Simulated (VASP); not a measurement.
Runs of VASP 6.6.1 on Si2Ni. The structure is that of space group I4/mmm (No. 139), or close to it. The cells are those of the table. 

```csv
cell,gap on the mesh (eV),pressure (GPa)
"a = 3.773, b = 3.773, c = 4.066 Å, angles 57.4, 57.4, 65.2°, 3 atoms",none,0.4
"a = 3.752, b = 3.752, c = 4.184 Å, angles 56.1, 56.1, 67.8°, 3 atoms",none,(a)
"a = 3.922, b = 3.922, c = 3.731 Å, angles 61.6, 61.6, 56.8°, 3 atoms",none,-0.1
"a = 4.003, b = 4.003, c = 3.624 Å, angles 63.1, 63.1, 53.8°, 3 atoms",none,1.0
"a = 4.093, b = 4.093, c = 3.529 Å, angles 64.5, 64.5, 51.1°, 3 atoms",none,(b)
"a = 3.744, b = 3.744, c = 4.323 Å, angles 54.7, 54.7, 70.5°, 3 atoms",none,10.1
"a = 4.202, b = 4.202, c = 3.431 Å, angles 65.9, 65.9, 48.2°, 3 atoms",none,4.9
"a = 3.805, b = 3.805, c = 3.960 Å, angles 58.6, 58.6, 62.7°, 3 atoms",none,-0.1
```

Alike in all rows: task single point; level PBE; potentials or basis VASP PAW PBE potentials, release 64 (Si, Ni); no spin polarisation; k mesh 16 × 16 × 16; cutoff (eV) 520; smearing gaussian 0.15 eV.

Task: Estimate the missing entries.

Result: (a) 3.0; (b) 2.6.

A gap of «none» marks levels without a gap at the run's occupations.
